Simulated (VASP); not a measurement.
# Si3Ge2Pt (Cmmm) in VASP: single point with PBE

Aim: the single point of Si3Ge2Pt with PBE.

Everything below comes from runs of VASP 6.6.1. Logs are shortened: lines on timing, memory, paths and dates and some standing lists are left out, and cuts for length are marked.

**1. The cell of the first run**

Symmetry: Cmmm, No. 65, orthorhombic system. Conventional cell: a = 5.417 Å, b = 9.699 Å, c = 4.655 Å, α = 90.00°, β = 90.00°, γ = 90.00°. Within 3.2 Å of Si (site symmetry m2m) lie 3 Si at 2.41 to 2.71 Å and 1 Pt at 2.43 Å. Within 3.2 Å of Si (site symmetry mmm) lie 2 Si at 2.41 Å and 4 Ge at 2.67 Å and 2 Pt at 2.71 Å. Within 3.7 Å of Ge (site symmetry 2mm) lie 2 Ge at 2.64 to 2.78 Å and 10 Si at 2.67 to 3.64 Å and 2 Pt at 2.71 Å. Pt (site symmetry mmm) has 4 Si at 2.43 to 2.71 Å and 4 Ge at 2.71 Å within 3.2 Å.

The cell was generated, and may not be a known phase.

**2. Single point, PBE**

The input, INCAR:

```
PREC     = Accurate       # precision mode
ENCUT    = 520            # plane-wave cutoff, eV
EDIFF    = 1E-7           # SCF threshold, eV
ISMEAR   = 0              # smearing method
SIGMA    = 0.1            # smearing width, eV
LREAL    = False          # projectors in reciprocal space
LASPH    = True           # aspherical terms in the spheres
NELM     = 80             # most SCF steps
ALGO     = Normal         # electronic algorithm
ISIF     = 2              # what is computed and relaxed
LWAVE    = False          # write WAVECAR
LCHARG   = True           # write CHGCAR
GGA      = PE             # functional
LELF     = True           # ELF
LVHAR    = True         
NBANDS   = 34             # bands
```

The input, KPOINTS:

```
Automatic mesh
0
Gamma
  8 8 8
```

The input, POSCAR:

```
Si3Ge2Pt
1.0
    2.7086711308     -4.8492795932      0.0000000000
    2.7086711308      4.8492795932      0.0000000000
    0.0000000000      0.0000000000      4.6548353765
Si Ge Pt
3 2 1
Direct
    0.7510494527      0.2489505473      0.0000000000
    0.2489505473      0.7510494527      0.0000000000
    0.0000000000      0.0000000000      0.0000000000
    0.7565968481      0.7565968481      0.5000000000
    0.2434031519      0.2434031519      0.5000000000
    0.5000000000      0.5000000000      0.0000000000
```

Potentials or basis: VASP PAW PBE potentials, release 64 (Si, Ge_d, Pt).

On the command line:

```sh
cat potpaw_PBE.64/Si/POTCAR potpaw_PBE.64/Ge_d/POTCAR potpaw_PBE.64/Pt/POTCAR > POTCAR
mpirun -np 1 vasp_std > vasp.out
```

OUTCAR:

```text
PREC = Accurate
   ENCUT = 520
   EDIFF = 1E-7
   ISMEAR = 0
   LREAL = False
   LASPH = True
   NELM = 80
   ISIF = 2
   GGA = PE

 ion  position               nearest neighbor table
   1  0.751  0.249  0.000-   3 2.41   6 2.43   2 2.71   2 2.71
   2  0.249  0.751  0.000-   3 2.41   6 2.43   1 2.71   1 2.71
   3  0.000  0.000  0.000-   1 2.41   2 2.41   4 2.67   5 2.67   4 2.67   5 2.67   6 2.71   6 2.71

   4  0.757  0.757  0.500-   5 2.64   3 2.67   3 2.67   6 2.71   6 2.71   5 2.78
   5  0.243  0.243  0.500-   4 2.64   3 2.67   3 2.67   6 2.71   6 2.71   4 2.78
   6  0.500  0.500  0.000-   1 2.43   2 2.43   3 2.71   3 2.71   5 2.71   4 2.71   5 2.71   4 2.71

  LATTYP: Found a base centered orthorhombic cell.
 ALAT       =     5.4173422616
 B/A-ratio  =     1.7902799414
 C/A-ratio  =     0.8592470536

  Lattice vectors:

 A1 = (   2.7086711308,  -4.8492795932,   0.0000000000)
 A2 = (   2.7086711308,   4.8492795932,   0.0000000000)
 A3 = (   0.0000000000,   0.0000000000,   4.6548353765)

Analysis of symmetry for initial positions (statically):
=====================================================================
 Subroutine PRICEL returns:
 Original cell was already a primitive cell.

 Routine SETGRP: Setting up the symmetry group for a
 base centered orthorhombic supercell.

 Subroutine GETGRP returns: Found  8 space group operations
 (whereof  8 operations were pure point group operations)
 out of a pool of  8 trial point group operations.

The static configuration has the point symmetry D_2h.

Analysis of symmetry for dynamics (positions and initial velocities):
=====================================================================
 Subroutine PRICEL returns:
 Original cell was already a primitive cell.

 Routine SETGRP: Setting up the symmetry group for a
 base centered orthorhombic supercell.

 Subroutine GETGRP returns: Found  8 space group operations
 (whereof  8 operations were pure point group operations)
 out of a pool of  8 trial point group operations.

The dynamic configuration has the point symmetry D_2h.

 Subroutine INISYM returns: Found  8 space group operations
 (whereof  8 operations are pure point group operations),
 and found     1 'primitive' translations

----------------------------------------------------------------------------------------

                                     Primitive cell

  volume of cell :     122.2835

  direct lattice vectors                    reciprocal lattice vectors
     2.708671131 -4.849279593  0.000000000     0.184592361 -0.103108099  0.000000000
     2.708671131  4.849279593  0.000000000     0.184592361  0.103108099  0.000000000
     0.000000000  0.000000000  4.654835377     0.000000000  0.000000000  0.214830369

  length of vectors
     5.554494745  5.554494745  4.654835377     0.211437035  0.211437035  0.214830369

  position of ions in fractional coordinates (direct lattice)
     0.751049453  0.248950547  0.000000000
     0.248950547  0.751049453  0.000000000
     0.000000000  0.000000000  0.000000000
     0.756596848  0.756596848  0.500000000
     0.243403152  0.243403152  0.500000000
     0.500000000  0.500000000  0.000000000

  ion indices of the primitive-cell ions
   primitive index   ion index
                 1           1
                 2           2
                 3           3
                 4           4
                 5           5
                 6           6

----------------------------------------------------------------------------------------

 KPOINTS: Automatic mesh

Automatic generation of k-mesh.
 Grid dimensions read from file:
 generate k-points for:    8    8    8

 Generating k-lattice:

  Cartesian coordinates                     Fractional coordinates (reciprocal lattice)
     0.023074045 -0.012888512  0.000000000     0.125000000 -0.000000000  0.000000000
     0.023074045  0.012888512  0.000000000    -0.000000000  0.125000000  0.000000000
     0.000000000  0.000000000  0.026853796     0.000000000  0.000000000  0.125000000

  Length of vectors
     0.026429629  0.026429629  0.026853796

  Shift w.r.t. Gamma in fractional coordinates (k-lattice)
     0.000000000  0.000000000  0.000000000

 Subroutine IBZKPT returns following result:
 ===========================================

 Found    105 irreducible k-points:

 Following reciprocal coordinates:
            Coordinates               Weight
  0.000000  0.000000  0.000000      1.000000
  0.125000  0.000000  0.000000      4.000000
  0.250000  0.000000  0.000000      4.000000
  0.375000 -0.000000  0.000000      4.000000
  0.500000  0.000000  0.000000      2.000000
  0.125000  0.125000  0.000000      2.000000
[... 16 lines left out ...]
  0.125000  0.000000  0.125000      8.000000
  0.250000  0.000000  0.125000      8.000000
 [... further k-points ...]
   k-points           NKPTS =    105   k-points in BZ     NKDIM =    105   number of bands    NBANDS=     34
   number of dos      NEDOS =    301   number of ions     NIONS =      6
   total plane-waves  NPLWV =  63504
   dimension x,y,z NGX =    42 NGY =   42 NGZ =   36
   dimension x,y,z NGXF=    84 NGYF=   84 NGZF=   72
   ions per type =               3   2   1
   NGX,Y,Z   is equivalent  to a cutoff of  12.57, 12.57, 12.86 a.u.
   NGXF,Y,Z  is equivalent  to a cutoff of  25.14, 25.14, 25.71 a.u.
 SYSTEM =  unknown system
   PREC   = accura    normal or accurate (medium, high low for compatibility)
   ISTART =      0    job   : 0-new  1-cont  2-samecut
   ICHARG =      2    charge: 1-file 2-atom 10-const
   ISPIN  =      1    spin polarized calculation?
   LNONCOLLINEAR =      F non collinear calculations
   LSORBIT =      F    spin-orbit coupling
   LASPH  =      T    aspherical Exc in radial PAW
   ENCUT  =  520.0 eV  38.22 Ry    6.18 a.u.  10.33 10.33  8.65*2*pi/ulx,y,z
   NELM   =     80;   NELMIN=  2; NELMDL= -5     # of ELM steps
   EDIFF  = 0.1E-06   stopping-criterion for ELM
   LREAL  =      F    real-space projection
   EDIFFG = 0.1E-05   stopping-criterion for IOM
   NSW    =      0    number of steps for IOM
   IBRION =     -1    ionic relax: 0-MD 1-quasi-New 2-CG
   NFREE  =      0    steps in history (QN), initial steepest desc. (CG)
   ISIF   =      2    stress and relaxation
   ISYM   =      2    0-nonsym 1-usesym 2-fastsym
   POTIM  = 0.5000    time-step for ionic-motion
   TEBEG  =    0.0;   TEEND  =   0.0 temperature during run
   PSTRESS=    0.0 pullay stress
   NELECT =      50.0000    total number of electrons
   NUPDOWN=      -1.0000    fix difference up-down
   EMIN   =  10.00;   EMAX   =-10.00  energy-range for DOS
   EFERMI =   0.00;   METHOD = LEGACY
   ISMEAR =     0;   SIGMA  =   0.10  broadening in eV -4-tet -1-fermi 0-gaus
   EFERMI_NEDOS =   21; number of points for ismear=-14 and -15
   IALGO  =     38    algorithm
   IMIX   =      4    mixing-type and parameters
     AMIX     =   0.40;   BMIX     =  1.00
     AMIX_MAG =   1.60;   BMIX_MAG =  1.00
  volume/ion in A,a.u.               =      20.38       137.53
  Fermi-wavevector in a.u.,A,eV,Ry     =   1.215091  2.296189 20.088277  1.476447
  Thomas-Fermi vector in A             =   2.350490
   LORBIT       =      0    0 simple, 1 ext, 2 COOP (PROOUT), +10 PAW based schemes
   GGA     = PE    functional components
   LHFCALC =     F    Hartree Fock is set to
   AEXX    =    0.0000 exact exchange contribution
   IVDW    =     0    specifies the selected vdW correction
   LEPSILON=     F    determine dielectric tensor
   LRPA    =     F    only Hartree local field effects (RPA)
 non-spin polarized calculation
 Gauss-broadening in eV      SIGMA  =   0.10
  energy-cutoff  :      520.00
  volume of cell :      122.28
 maximum number of plane-waves:      3321
 NGX is ok and might be reduce to    42
   NGX = 21   NGY = 21   NGZ = 17

 number of electron      50.0000026 magnetization

 Free energy of the ion-electron system (eV)
  ---------------------------------------------------
  ext. energy  EPLUGINS =         0.00000000
  ---------------------------------------------------
  free energy    TOTEN  =       -28.82403516 eV

  energy without entropy =      -28.81440258  energy(sigma->0) =      -28.81921887

 E-fermi :   6.2392     XC(G=0): -10.2172

 val. band max:        6.2321981335   @ k =   0.3750   0.3750   0.2500
 cond. band min:       6.2448965207   @ k =   0.3750   0.3750   0.0000
 fundamental gap:      0.0126983871
 Fermi energy:         6.2392187852

 k-point     1 :       0.0000    0.0000    0.0000
  band No.  band energies     occupation
      1     -18.7884      2.00000
      2     -18.7233      2.00000
      3     -18.6810      2.00000
      4     -18.6752      2.00000
      5     -18.6694      2.00000
      6     -18.6647      2.00000
[... 26 lines left out ...]
     33      10.9392      0.00000
     34      11.8141      0.00000

 k-point     2 :       0.1250    0.0000    0.0000
  band No.  band energies     occupation
      1     -18.7811      2.00000
      2     -18.7205      2.00000
      3     -18.6781      2.00000
      4     -18.6763      2.00000
      5     -18.6682      2.00000
      6     -18.6644      2.00000
[... 26 lines left out ...]
     33      11.0706      0.00000
     34      12.1303      0.00000

 k-point     3 :       0.2500    0.0000    0.0000
  band No.  band energies     occupation
      1     -18.7611      2.00000
      2     -18.7127      2.00000
      3     -18.6798      2.00000
      4     -18.6699      2.00000
      5     -18.6645      2.00000
      6     -18.6634      2.00000
[... 26 lines left out ...]
     33      11.3337      0.00000
     34      11.6799      0.00000

 k-point     4 :       0.3750   -0.0000    0.0000
  band No.  band energies     occupation
      1     -18.7345      2.00000
      2     -18.7015      2.00000
      3     -18.6865      2.00000
      4     -18.6674      2.00000
      5     -18.6619      2.00000
      6     -18.6584      2.00000
[... 26 lines left out ...]
     33      11.0366      0.00000
     34      11.8455      0.00000

 k-point     5 :       0.5000    0.0000    0.0000
  band No.  band energies     occupation
      1     -18.7170      2.00000
      2     -18.6940      2.00000
      3     -18.6935      2.00000
      4     -18.6754      2.00000
      5     -18.6609      2.00000
      6     -18.6587      2.00000
[... 621 lines left out ...]
 k-point    22 :       0.0000    0.0000    0.1250
  band No.  band energies     occupation
      1     -18.7883      2.00000
      2     -18.7233      2.00000
      3     -18.6818      2.00000
      4     -18.6753      2.00000
      5     -18.6688      2.00000
      6     -18.6647      2.00000
[... 26 lines left out ...]
     33      11.6356      0.00000
     34      12.3034      0.00000

 k-point    23 :       0.1250    0.0000    0.1250
  band No.  band energies     occupation
      1     -18.7811      2.00000
      2     -18.7205      2.00000
      3     -18.6788      2.00000
      4     -18.6763      2.00000
      5     -18.6677      2.00000
      6     -18.6644      2.00000
[... 26 lines left out ...]
     33      11.5050      0.00000
     34      12.2419      0.00000

 k-point    24 :       0.2500    0.0000    0.1250
  band No.  band energies     occupation
      1     -18.7611      2.00000
      2     -18.7127      2.00000
      3     -18.6798      2.00000
      4     -18.6704      2.00000
      5     -18.6641      2.00000
      6     -18.6634      2.00000
[... 26 lines left out ...]
     33      11.0428      0.00000
     34      11.6954      0.00000

 [... further k-points ...]

------------------------ aborting loop because EDIFF is reached ----------------------------------------

  FORCE on cell =-STRESS in cart. coord.  units (eV):
  Direction    XX          YY          ZZ          XY          YZ          ZX
  --------------------------------------------------------------------------------------
  -------------------------------------------------------------------------------------
  Total       -0.0294414     -0.0223259     -0.0040811     -0.0000000      0.0000000      0.0000000
  in kB       -0.3857455     -0.2925180     -0.0534709     -0.0000000      0.0000000      0.0000000
  external PRESSURE =      -0.2439115 kB  Pullay stress =       0.0000000 kB

 VOLUME and BASIS-vectors are now :
 -----------------------------------------------------------------------------
  energy-cutoff  :      520.00
  volume of cell :      122.28
      direct lattice vectors                 reciprocal lattice vectors
     2.708671131 -4.849279593  0.000000000     0.184592361 -0.103108099  0.000000000
     2.708671131  4.849279593  0.000000000     0.184592361  0.103108099  0.000000000
     0.000000000  0.000000000  4.654835377     0.000000000  0.000000000  0.214830369

 POSITION                                       TOTAL-FORCE (eV/Angst)
 -----------------------------------------------------------------------------------
      2.70867     -2.43482      0.00000        -0.000000     -0.004677      0.000000
      2.70867      2.43482      0.00000        -0.000000      0.004677      0.000000
      0.00000      0.00000      0.00000        -0.000000      0.000000      0.000000
      4.09874      0.00000      2.32742        -0.000545      0.000000      0.000000
      1.31860      0.00000      2.32742         0.000545      0.000000      0.000000
      2.70867      0.00000      0.00000         0.000000     -0.000000      0.000000
 -----------------------------------------------------------------------------------
    total drift:                                0.000000      0.000000      0.000000

  FREE ENERGIE OF THE ION-ELECTRON SYSTEM (eV)
  ---------------------------------------------------
  free  energy   TOTEN  =       -28.8240351616 eV

  energy  without entropy=      -28.8144025821  energy(sigma->0) =      -28.81921887
```

Wall time 6.3 min (1 thread of Intel Xeon Platinum 8488C (Sapphire Rapids), shared host); peak memory 0.52 GiB.

Results:

| Property | Result |
| --- | --- |
| Free energy | -28.8240 eV |
| Pressure | 0.0 GPa |
| Largest force | 0.005 eV/Å |
| Band gap on the k mesh | zero (bands 25 and 26 overlap by 2.10 eV) |

Forces in eV/Å, atoms in the order of the input:
```
Si   0.000 -0.005  0.000
Si   0.000  0.005  0.000
Si   0.000  0.000  0.000
Ge  -0.001  0.000  0.000
Ge   0.001  0.000  0.000
Pt   0.000  0.000  0.000
```

Caveat: spin-orbit coupling is left out, which moves the levels of the heavy elements.
